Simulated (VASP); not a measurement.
Here is a VASP 6.6.1 calculation.

Contents of POSCAR:

```
SiGe
1.0
    3.8609315394      0.0000000000      0.0000000000
   -1.9304657697      3.3436647954      0.0000000000
    0.0000000000      0.0000000000      6.3840151619
Si Ge
2 2
Direct
    0.6666666667      0.3333333333      0.8743739990
    0.3333333333      0.6666666667      0.3743739990
    0.6666666667      0.3333333333      0.5006250010
    0.3333333333      0.6666666667      0.0006250010
```

Contents of INCAR.step1:

```
SYSTEM = SiGe
PREC = Accurate
ENCUT = 520
ISMEAR = 0
SIGMA = 0.02
LREAL = .FALSE.
LASPH = .TRUE.
NELM = 100
NBANDS = 26
GGA = PE
ALGO = Normal
EDIFF = 1E-4
LWAVE = .TRUE.
LCHARG = .FALSE.
```

The input INCAR.step2:

```
SYSTEM = SiGe
PREC = Accurate
ENCUT = 520
EDIFF = 1E-6
ISMEAR = 0
SIGMA = 0.02
LREAL = .FALSE.
LASPH = .TRUE.
NELM = 100
ALGO = Normal
ISIF = 2
LWAVE = .FALSE.
LCHARG = .TRUE.
METAGGA = R2SCAN
LMIXTAU = .TRUE.
LELF = .TRUE.
LVHAR = .TRUE.
NBANDS = 26
ISTART = 1
```

Contents of KPOINTS:

```
Automatic mesh
0
G
  12 12 4
  0 0 0
```

Potentials or basis: VASP PAW PBE potentials, release 64 (Si, Ge_d).

Run with:

```sh
$ cat potpaw_PBE.64/Si/POTCAR potpaw_PBE.64/Ge_d/POTCAR > POTCAR
$ cp INCAR.step1 INCAR
$ mpirun -np 1 vasp_std > vasp.out
$ cp INCAR.step2 INCAR
$ mpirun -np 1 vasp_std > vasp.out
```

What does it give for the pressure?

3.0 GPa.

Estimate the largest force.

0.005 eV/Å.

What does it give for the band gap on the k mesh?

0.61 eV (least direct gap 0.88 eV).

Forces on the atoms (eV/Å):
```
Si   0.000  0.000 -0.005
Si   0.000  0.000 -0.005
Ge   0.000  0.000  0.005
Ge   0.000  0.000  0.005
```

Caveat: semilocal functionals underestimate gaps, and a narrow one can read as zero; the PAW data sets were made with another functional, which shifts forces and pressure a little. A k mesh can miss the band edges.
